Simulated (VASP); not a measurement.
# N (Pa-3) in VASP: notebook

Runs on N. Level: PBEsol. Tasks: single point, relaxation of cell and atoms.

All numbers are computed with VASP 6.6.1; they aren't measurements. Logs are shortened: lines on timing, memory, paths and dates and some standing lists are left out, and cuts for length are marked.

## 1. The cell of the first run

It takes space group Pa-3 (No. 205, cubic). The conventional cell has a = 6.032 Å, b = 6.032 Å, c = 6.032 Å, α = 90.00°, β = 90.00°, γ = 90.00°. Within 1.5 Å of N (site symmetry 3) lie 1 N at 1.10 Å.

## 2. Single point, PBEsol

Contents of INCAR:

```
PREC = Accurate ; ENCUT = 520
EDIFF = 1E-7 ; ISMEAR = -1
SIGMA = 0.05 ; LREAL = F
LASPH = T ; NELM = 60
ALGO = Normal ; ISIF = 2
LWAVE = F ; LCHARG = T
GGA = PS ; LELF = T
LVHAR = T ; NBANDS = 30
```

Contents of KPOINTS:

```
Automatic mesh
0
Gamma
  3 3 3
```

Contents of POSCAR:

```
N
1.0
    6.0324792848      0.0000000000      0.0000000000
    0.0000000000      6.0324792848      0.0000000000
    0.0000000000      0.0000000000      6.0324792848
N
8
Direct
    0.0526237592      0.0526237592      0.0526237592
    0.4473762408      0.9473762408      0.5526237592
    0.5526237592      0.4473762408      0.9473762408
    0.9473762408      0.5526237592      0.4473762408
    0.9473762408      0.9473762408      0.9473762408
    0.5526237592      0.0526237592      0.4473762408
    0.4473762408      0.5526237592      0.0526237592
    0.0526237592      0.4473762408      0.5526237592
```

Potentials or basis: VASP PAW PBE potentials, release 64 (N).

Started as:

```sh
$ cat potpaw_PBE.64/N/POTCAR > POTCAR
$ mpirun -np 1 vasp_std > vasp.out
```

OUTCAR:

```text
PREC = Accurate
   ENCUT = 520
   EDIFF = 1E-7
   ISMEAR = -1
   LREAL = F
   LASPH = T
   NELM = 60
   ISIF = 2
   GGA = PS

 ion  position               nearest neighbor table
   1  0.053  0.053  0.053-   5 1.10
   2  0.447  0.947  0.553-   6 1.10
   3  0.553  0.447  0.947-   7 1.10
   4  0.947  0.553  0.447-   8 1.10
   5  0.947  0.947  0.947-   1 1.10
   6  0.553  0.053  0.447-   2 1.10
   7  0.447  0.553  0.053-   3 1.10
   8  0.053  0.447  0.553-   4 1.10

  LATTYP: Found a simple cubic cell.
 ALAT       =     6.0324792848

  Lattice vectors:

 A1 = (   6.0324792848,   0.0000000000,   0.0000000000)
 A2 = (   0.0000000000,   6.0324792848,   0.0000000000)
 A3 = (   0.0000000000,   0.0000000000,   6.0324792848)

Analysis of symmetry for initial positions (statically):
=====================================================================
 Subroutine PRICEL returns:
 Original cell was already a primitive cell.

 Routine SETGRP: Setting up the symmetry group for a
 simple cubic supercell.

 Subroutine GETGRP returns: Found 24 space group operations
 (whereof  6 operations were pure point group operations)
 out of a pool of 48 trial point group operations.

The static configuration has the point symmetry S_6 .
 The point group associated with its full space group is T_h .

Analysis of symmetry for dynamics (positions and initial velocities):
=====================================================================
 Subroutine PRICEL returns:
 Original cell was already a primitive cell.

 Routine SETGRP: Setting up the symmetry group for a
 simple cubic supercell.

 Subroutine GETGRP returns: Found 24 space group operations
 (whereof  6 operations were pure point group operations)
 out of a pool of 48 trial point group operations.

The dynamic configuration has the point symmetry S_6 .
 The point group associated with its full space group is T_h .

 Subroutine INISYM returns: Found 24 space group operations
 (whereof  6 operations are pure point group operations),
 and found     1 'primitive' translations

----------------------------------------------------------------------------------------

                                     Primitive cell

  volume of cell :     219.5268

  direct lattice vectors                    reciprocal lattice vectors
     6.032479285  0.000000000  0.000000000     0.165769322  0.000000000  0.000000000
     0.000000000  6.032479285  0.000000000     0.000000000  0.165769322  0.000000000
     0.000000000  0.000000000  6.032479285     0.000000000  0.000000000  0.165769322

  length of vectors
     6.032479285  6.032479285  6.032479285     0.165769322  0.165769322  0.165769322

  position of ions in fractional coordinates (direct lattice)
     0.052623759  0.052623759  0.052623759
     0.447376241  0.947376241  0.552623759
     0.552623759  0.447376241  0.947376241
     0.947376241  0.552623759  0.447376241
     0.947376241  0.947376241  0.947376241
     0.552623759  0.052623759  0.447376241
     0.447376241  0.552623759  0.052623759
     0.052623759  0.447376241  0.552623759

  ion indices of the primitive-cell ions
   primitive index   ion index
                 1           1
                 2           2
                 3           3
                 4           4
                 5           5
                 6           6
                 7           7
                 8           8

----------------------------------------------------------------------------------------

 KPOINTS: Automatic mesh

Automatic generation of k-mesh.
 Grid dimensions read from file:
 generate k-points for:    3    3    3

 Generating k-lattice:

  Cartesian coordinates                     Fractional coordinates (reciprocal lattice)
     0.055256441  0.000000000  0.000000000     0.333333333  0.000000000  0.000000000
     0.000000000  0.055256441  0.000000000     0.000000000  0.333333333  0.000000000
     0.000000000  0.000000000  0.055256441     0.000000000  0.000000000  0.333333333

  Length of vectors
     0.055256441  0.055256441  0.055256441

  Shift w.r.t. Gamma in fractional coordinates (k-lattice)
     0.000000000  0.000000000  0.000000000

 Subroutine IBZKPT returns following result:
 ===========================================

 Found      4 irreducible k-points:

 Following reciprocal coordinates:
            Coordinates               Weight
  0.000000  0.000000  0.000000      1.000000
  0.333333  0.000000  0.000000      6.000000
  0.333333  0.333333  0.000000     12.000000
  0.333333  0.333333  0.333333      8.000000
   k-points           NKPTS =      4   k-points in BZ     NKDIM =      4   number of bands    NBANDS=     30
   number of dos      NEDOS =    301   number of ions     NIONS =      8
   total plane-waves  NPLWV = 110592
   dimension x,y,z NGX =    48 NGY =   48 NGZ =   48
   dimension x,y,z NGXF=    96 NGYF=   96 NGZF=   96
   ions per type =               8
   NGX,Y,Z   is equivalent  to a cutoff of  13.23, 13.23, 13.23 a.u.
[... 91 lines left out ...]
     24       1.0166      0.00000
     25       1.0166      0.00000
     26       1.0166      0.00000
     27       1.2136      0.00000
     28       1.2136      0.00000
     29       3.3370      0.00000
     30       5.9198      0.00000

 k-point     2 :       0.3333    0.0000    0.0000
  band No.  band energies     occupation
      1     -25.4921      2.00000
      2     -25.4797      2.00000
      3     -25.4735      2.00000
      4     -25.4734      2.00000
      5     -10.5510      2.00000
      6     -10.5505      2.00000
      7     -10.5325      2.00000
      8     -10.4895      2.00000
      9      -8.9025      2.00000
     10      -8.8844      2.00000
     11      -8.8797      2.00000
     12      -8.8203      2.00000
     13      -8.7636      2.00000
     14      -8.7572      2.00000
     15      -8.7266      2.00000
     16      -8.7146      2.00000
     17      -7.5766      2.00000
     18      -7.3001      2.00000
     19      -7.1852      2.00000
     20      -7.1851      2.00000
     21       0.5225      0.00000
     22       0.5307      0.00000
     23       0.6295      0.00000
     24       0.9506      0.00000
     25       0.9596      0.00000
     26       1.0443      0.00000
     27       1.0648      0.00000
     28       1.1633      0.00000
     29       3.5991      0.00000
     30       4.5943      0.00000

 k-point     3 :       0.3333    0.3333    0.0000
  band No.  band energies     occupation
      1     -25.4874      2.00000
      2     -25.4782      2.00000
      3     -25.4781      2.00000
      4     -25.4750      2.00000
      5     -10.5482      2.00000
      6     -10.5389      2.00000
      7     -10.5381      2.00000
      8     -10.5082      2.00000
      9      -8.9209      2.00000
     10      -8.8974      2.00000
     11      -8.8539      2.00000
     12      -8.8339      2.00000
     13      -8.7784      2.00000
     14      -8.7608      2.00000
     15      -8.7189      2.00000
     16      -8.7061      2.00000
     17      -7.4656      2.00000
     18      -7.2710      2.00000
     19      -7.2709      2.00000
     20      -7.2137      2.00000
     21       0.6370      0.00000
     22       0.7134      0.00000
     23       0.7152      0.00000
     24       0.9264      0.00000
     25       0.9639      0.00000
     26       0.9964      0.00000
     27       1.0251      0.00000
     28       1.0463      0.00000
     29       3.8538      0.00000
     30       4.7890      0.00000

 k-point     4 :       0.3333    0.3333    0.3333
  band No.  band energies     occupation
      1     -25.4842      2.00000
      2     -25.4780      2.00000
      3     -25.4780      2.00000
      4     -25.4780      2.00000
      5     -10.5468      2.00000
      6     -10.5468      2.00000
      7     -10.5422      2.00000
      8     -10.5253      2.00000
      9      -8.9277      2.00000
     10      -8.8824      2.00000
     11      -8.8824      2.00000
     12      -8.8743      2.00000
     13      -8.7336      2.00000
     14      -8.7336      2.00000
     15      -8.6909      2.00000
     16      -8.6909      2.00000
     17      -7.4099      2.00000
     18      -7.2837      2.00000
     19      -7.2837      2.00000
     20      -7.2774      2.00000
     21       0.7226      0.00000
     22       0.8081      0.00000
     23       0.8081      0.00000
     24       0.8856      0.00000
     25       0.9480      0.00000
     26       0.9480      0.00000
     27       1.0195      0.00000
     28       1.0195      0.00000
     29       4.1104      0.00000
     30       4.8853      0.00000

------------------------ aborting loop because EDIFF is reached ----------------------------------------

  FORCE on cell =-STRESS in cart. coord.  units (eV):
  Direction    XX          YY          ZZ          XY          YZ          ZX
  --------------------------------------------------------------------------------------
  -------------------------------------------------------------------------------------
  Total        2.5269144      2.5269144      2.5269144     -0.0000000      0.0000000     -0.0000000
  in kB       18.4422372     18.4422372     18.4422372     -0.0000000      0.0000000     -0.0000000
  external PRESSURE =      18.4422372 kB  Pullay stress =       0.0000000 kB

 VOLUME and BASIS-vectors are now :
 -----------------------------------------------------------------------------
  energy-cutoff  :      520.00
  volume of cell :      219.53
      direct lattice vectors                 reciprocal lattice vectors
     6.032479285  0.000000000  0.000000000     0.165769322  0.000000000  0.000000000
     0.000000000  6.032479285  0.000000000     0.000000000  0.165769322  0.000000000
     0.000000000  0.000000000  6.032479285     0.000000000  0.000000000  0.165769322

 POSITION                                       TOTAL-FORCE (eV/Angst)
 -----------------------------------------------------------------------------------
      0.31745      0.31745      0.31745         1.080345      1.080345      1.080345
      2.69879      5.71503      3.33369        -1.080345     -1.080345      1.080345
      3.33369      2.69879      5.71503         1.080345     -1.080345     -1.080345
      5.71503      3.33369      2.69879        -1.080345      1.080345     -1.080345
      5.71503      5.71503      5.71503        -1.080345     -1.080345     -1.080345
      3.33369      0.31745      2.69879         1.080345      1.080345     -1.080345
      2.69879      3.33369      0.31745        -1.080345      1.080345      1.080345
      0.31745      2.69879      3.33369         1.080345     -1.080345      1.080345
 -----------------------------------------------------------------------------------
    total drift:                                0.000000     -0.000000      0.000000

  FREE ENERGIE OF THE ION-ELECTRON SYSTEM (eV)
  ---------------------------------------------------
  free  energy   TOTEN  =       -68.2807185429 eV

  energy  without entropy=      -68.2807185428  energy(sigma->0) =      -68.28071854
```

It took 16 s on 1 thread of Intel Xeon 6975P-C (Granite Rapids), shared host; peak memory 0.3 GiB.

What came out:

```yaml
Free_energy: -68.2807 eV
Pressure: 1.8 GPa
Largest_force: 1.871 eV/Å
Band_gap_on_the_k_mesh: 7.59 eV, indirect (least direct gap 7.60 eV)
```

Forces in eV/Å, atoms in the order of the input:
```
N    1.080  1.080  1.080
N   -1.080 -1.080  1.080
N    1.080 -1.080 -1.080
N   -1.080  1.080 -1.080
N   -1.080 -1.080 -1.080
N    1.080  1.080 -1.080
N   -1.080  1.080  1.080
N    1.080 -1.080  1.080
```

Caveat: the standard files for N, O and F lose accuracy on very short bonds; the PAW data sets were made with another functional, which shifts forces and pressure a little. A k mesh can miss the band edges.

## 3. Relaxation of cell and atoms, PBEsol

This run uses another cell than the first one, of 22.47 Å³/atom, 0.819 times its volume.

Contents of INCAR:

```
ALGO = Normal
EDIFF = 1E-6
EDIFFG = -0.01
ENCUT = 600
GGA = PS
IBRION = 2
ISIF = 3
ISMEAR = -1
LASPH = T
LCHARG = F
LREAL = F
LWAVE = F
NELM = 100
NSW = 80
PREC = Accurate
SIGMA = 0.05
```

Contents of KPOINTS:

```
k-points
0
Gamma
  3 3 3
```

Contents of POSCAR:

```
N
1.0
    5.6440000000      0.0000000000      0.0000000000
    0.0000000000      5.6440000000      0.0000000000
    0.0000000000      0.0000000000      5.6440000000
N
8
Direct
    0.0540000000      0.0540000000      0.0540000000
    0.4460000000      0.9460000000      0.5540000000
    0.5540000000      0.4460000000      0.9460000000
    0.9460000000      0.5540000000      0.4460000000
    0.9460000000      0.9460000000      0.9460000000
    0.5540000000      0.0540000000      0.4460000000
    0.4460000000      0.5540000000      0.0540000000
    0.0540000000      0.4460000000      0.5540000000
```

Potentials or basis: VASP PAW PBE potentials, release 64 (N).

Started as:

```sh
$ cat potpaw_PBE.64/N/POTCAR > POTCAR
$ mpirun -np 1 vasp_std > vasp.out
```

Wall time 3.4 min (1 thread of Intel Xeon 6975P-C (Granite Rapids), shared host); peak memory 0.3 GiB.

It converged, with:

| Property | Result |
| --- | --- |
| Free energy | -68.3177 eV |
| Relaxed volume | 24.88 Å³/atom |
| Relaxed cell | a = 5.838 Å, b = 5.838 Å, c = 5.838 Å, α = 90.00°, β = 90.00°, γ = 90.00° |
| Space group after relaxing (to 0.05 Å) | Pa-3 (No. 205) |
| Energy gained by relaxing | 133.3 meV/atom |
| Ionic steps | 26 |
| Pressure after relaxing | 0.0 GPa |
| Largest force after relaxing | 0.006 eV/Å |
| Band gap on the k mesh | 7.35 eV, indirect (least direct gap 7.37 eV) |

Forces in eV/Å, atoms in the order of the input:
```
N   -0.004 -0.004 -0.004
N    0.004  0.004 -0.004
N   -0.004  0.004  0.004
N    0.004 -0.004  0.004
N    0.004  0.004  0.004
N   -0.004 -0.004  0.004
N    0.004 -0.004 -0.004
N   -0.004  0.004 -0.004
```

Step by step:
```csv
step,energy change (eV),largest force (eV/Å),pressure (GPa),volume (Å³)
1,0.0000,10.3403,13.00,179.79
2,48.7263,5.8397,-14.35,231.53
3,33.4116,11.4117,-21.19,210.34
4,12.9859,15.4904,-24.16,193.46
5,2.1745,11.5915,-16.27,185.09
6,-0.2614,6.7914,-9.10,182.26
7,-0.7685,4.3515,-5.70,181.27
8,-0.9930,2.1844,-2.76,180.53
9,-1.0470,0.9869,-1.16,180.16
10,-1.0584,0.3575,-0.33,179.97
11,-1.0600,0.0351,0.10,179.88
12,-1.0600,0.0112,0.14,179.87
13,-1.0600,0.0047,0.14,179.87
14,-1.0603,0.0104,0.13,180.26
15,-1.0613,0.0279,0.09,181.44
16,-1.0629,0.0605,0.03,183.81
17,-1.0652,0.1130,-0.08,188.61
18,-1.0663,0.1691,-0.21,198.47
19,-1.0664,0.1442,-0.18,198.61
20,-1.0666,0.0666,-0.09,199.03
21,-1.0665,0.0884,0.09,199.89
22,-1.0666,0.0204,-0.04,199.29
23,-1.0666,0.0171,-0.04,199.31
24,-1.0666,0.0163,-0.03,199.28
25,-1.0666,0.0127,-0.03,199.18
26,-1.0667,0.0061,-0.03,199.00
```

Final structure:
```yaml
crystal:
  lattice:
    - [5.83830, 0.00000, 0.00000]
    - [0.00000, 5.83830, 0.00000]
    - [0.00000, 0.00000, 5.83830]
  atoms:
    - { symbol: N, position: [0.05493, 0.05493, 0.05493] }
    - { symbol: N, position: [0.44507, 0.94507, 0.55493] }
    - { symbol: N, position: [0.55493, 0.44507, 0.94507] }
    - { symbol: N, position: [0.94507, 0.55493, 0.44507] }
    - { symbol: N, position: [0.94507, 0.94507, 0.94507] }
    - { symbol: N, position: [0.55493, 0.05493, 0.44507] }
    - { symbol: N, position: [0.44507, 0.55493, 0.05493] }
    - { symbol: N, position: [0.05493, 0.44507, 0.55493] }
```

Levels at points of the mesh, in eV from the valence-band top:
| k point | band 18 | band 19 | band 20 | band 21 | band 22 | band 23 |
| --- | --- | --- | --- | --- | --- | --- |
| (0.00, 0.00, 0.00) | -0.01 | -0.01 | -0.01 | 7.35 | 7.35 | 7.35 |

Caveat: the standard files for N, O and F lose accuracy on very short bonds; the PAW data sets were made with another functional, which shifts forces and pressure a little; the volume moved by +11 % from the deposited cell, more than functionals usually miss. A k mesh can miss the band edges.

## 4. Single point, PBEsol

Contents of INCAR:

```
ALGO = Normal
EDIFF = 1E-6
ENCUT = 520
GGA = PS
ISIF = 2
ISMEAR = -1
LASPH = T
LCHARG = F
LREAL = F
LWAVE = F
NBANDS = 30
NELM = 60
PREC = Accurate
SIGMA = 0.05
```

Contents of KPOINTS:

```
k-points
0
Gamma
  5 5 5
```

Contents of POSCAR:

```
N
1.0
    6.0324792848      0.0000000000      0.0000000000
    0.0000000000      6.0324792848      0.0000000000
    0.0000000000      0.0000000000      6.0324792848
N
8
Direct
    0.0526237592      0.0526237592      0.0526237592
    0.4473762408      0.9473762408      0.5526237592
    0.5526237592      0.4473762408      0.9473762408
    0.9473762408      0.5526237592      0.4473762408
    0.9473762408      0.9473762408      0.9473762408
    0.5526237592      0.0526237592      0.4473762408
    0.4473762408      0.5526237592      0.0526237592
    0.0526237592      0.4473762408      0.5526237592
```

Started as:

```sh
$ cat potpaw_PBE.64/N/POTCAR > POTCAR
$ mpirun -np 1 vasp_std > vasp.out
```

It took 36 s on 1 thread of Intel Xeon 6975P-C (Granite Rapids), shared host; peak memory 0.32 GiB.

Results (log left out):

| Property | Result |
| --- | --- |
| Free energy | -68.2804 eV |
| Pressure | 1.8 GPa |
| Largest force | 1.872 eV/Å |
| Band gap on the k mesh | 7.59 eV, indirect (least direct gap 7.60 eV) |

Forces on the atoms (eV/Å):
```
N    1.081  1.081  1.081
N   -1.081 -1.081  1.081
N    1.081 -1.081 -1.081
N   -1.081  1.081 -1.081
N   -1.081 -1.081 -1.081
N    1.081  1.081 -1.081
N   -1.081  1.081  1.081
N    1.081 -1.081  1.081
```

Levels at points of the mesh, in eV from the valence-band top:
```tsv
k point	band 18	band 19	band 20	band 21	band 22	band 23
(0.00, 0.00, 0.00)	-0.01	-0.01	-0.01	7.59	7.59	7.59
```

Caveat: the standard files for N, O and F lose accuracy on very short bonds; the PAW data sets were made with another functional, which shifts forces and pressure a little. A k mesh can miss the band edges.

## 5. Overview

| task | cell | k mesh | cutoff (eV) | gap on the mesh (eV) | pressure (GPa) | largest force (eV/Å) |
| --- | --- | --- | --- | --- | --- | --- |
| single point | a = 6.032 Å, 8 atoms | 3 × 3 × 3 | 520 | 7.59 | 1.8 | 1.87 |
| relaxation of cell and atoms | relaxed from a = 5.644 Å, 8 atoms | 3 × 3 × 3 | 600 | 7.35 | 0.0 | 0.01 |
| single point | a = 6.032 Å, 8 atoms | 5 × 5 × 5 | 520 | 7.59 | 1.8 | 1.87 |

Alike in all rows: level PBEsol; potentials or basis VASP PAW PBE potentials, release 64 (N); no spin polarisation; smearing fermi-dirac 0.05 eV.

Caveats: the standard files for N, O and F lose accuracy on very short bonds; the PAW data sets were made with another functional, which shifts forces and pressure a little; the volume moved by +11 % from the deposited cell, more than functionals usually miss (some runs).

Total energies depend on the potentials used, so only differences within one code and one set of settings carry meaning.
